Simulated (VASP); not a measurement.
A run of VASP 6.6.1 is set up as follows.

INCAR

```
SYSTEM = Pt
PREC = Accurate
ENCUT = 520
EDIFF = 1E-7
ISMEAR = -1
SIGMA = 0.1
LREAL = .FALSE.
LASPH = .TRUE.
NELM = 80
ALGO = Normal
ISIF = 2
LWAVE = .FALSE.
LCHARG = .FALSE.
GGA = RE
NBANDS = 11
```

The input KPOINTS:

```
Automatic mesh
0
G
  13 13 13
  0 0 0
```

File POSCAR:

```
Pt
1.0
    2.5277617998      0.0000000000      0.0000000000
    0.0000000000      2.5277617998      0.0000000000
    0.0000000000      0.0000000000      2.5277617998
Pt
1
Direct
    0.0000000000      0.0000000000      0.0000000000
```

Potentials or basis: VASP PAW PBE potentials, release 64 (Pt).

Launch:

```bash
$ cat potpaw_PBE.64/Pt/POTCAR > POTCAR
$ mpirun -np 1 vasp_std > vasp.out
```

What does it give for the pressure?

30.5 GPa.

Estimate the band gap on the k mesh.

zero (band 5 reaches 12.34 eV, above the bottom of band 6 at 8.93 eV).

Caveat: the PAW data sets were made with another functional, which shifts forces and pressure a little; spin-orbit coupling is left out, which moves the levels of the heavy elements.
